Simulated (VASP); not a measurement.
**Al12HO: single point with PBE**

Al12HO, a slab with vacuum:

```
Al O H
1.0
     5.71430    0.00000    0.00000
     0.00000    5.71430    0.00000
     0.00000    0.00000   22.17502
Al O H
12 1 1
Direct
  0.25000 0.25000 0.18038
  0.25000 0.75000 0.18038
  0.75000 0.25000 0.18038
  0.75000 0.75000 0.18038
  0.00000 0.00000 0.27441
  0.00000 0.50000 0.27441
  0.50000 0.00000 0.27441
  0.50000 0.50000 0.27441
  0.25000 0.25000 0.36866
  0.25000 0.75000 0.36866
  0.75000 0.25000 0.36866
  0.75000 0.75000 0.36866
  0.50000 0.50000 0.39346
  0.53203 0.53203 0.43702
```

```
Program                : VASP 6.6.1
Task                   : single point
Functional             : PBE
Potentials or basis    : VASP PAW PBE potentials, release 64 (Al, O, H)
Cutoff                 : 520 eV
k mesh                 : 5 × 5 × 1
Occupations            : gaussian, width 0.1 eV
Spin                   : collinear spin, ferromagnetic start
Starting moments       : [0.0, 0.0, 0.0, 0.0, 0.0, 0.0, 0.0, 0.0, 0.0, 0.0, 0.0, 0.0, 1.0, 0.0] μB
Dipole correction      : yes
Further INCAR settings : ALGO = Normal; EDIFF = 1e-07; NBANDS = 38
```

```
Largest force                                         : 2.972 eV/Å
Net moment                                            : 0.00 μB per cell
Valence electrons inside the program's atomic spheres : Al 0.76, 0.77, 0.78, 0.75 (each value once); O 5.15; H 0.69
```

Forces in eV/Å, atoms in the order of the input:
```
Al  -0.060 -0.060  0.022
Al  -0.088  0.052  0.014
Al   0.052 -0.088  0.014
Al   0.078  0.078  0.002
Al  -0.006 -0.006 -0.274
Al   0.002  0.008  0.225
Al   0.008  0.002  0.225
Al  -0.018 -0.018 -0.917
Al  -0.917 -0.917 -0.512
Al  -0.951  0.938 -0.610
Al   0.938 -0.951 -0.610
Al   1.072  1.072 -0.765
O    0.230  0.230  2.954
H   -0.340 -0.340  0.233
```

Levels at points of the mesh, in eV from the Fermi level:
Spin up:
```
           k point  band 18  band 19  band 20  band 21  band 22  band 23  band 24  band 25  band 26  band 27
(0.00, 0.00, 0.00)    -1.88    -0.90    -0.69    -0.68    -0.43    -0.32     0.51     0.53     0.56     1.06
```
Spin down:
```csv
k point,band 19,band 20,band 21,band 22,band 23,band 24,band 25,band 26
"(0.00, 0.00, 0.00)",-0.90,-0.69,-0.68,-0.43,-0.32,0.51,0.53,0.56
```

Run time: 25 min on 1 thread of Intel(R) Xeon(R) Platinum 8488C (Sapphire Rapids), on a shared host, peak memory 1.1 GiB.
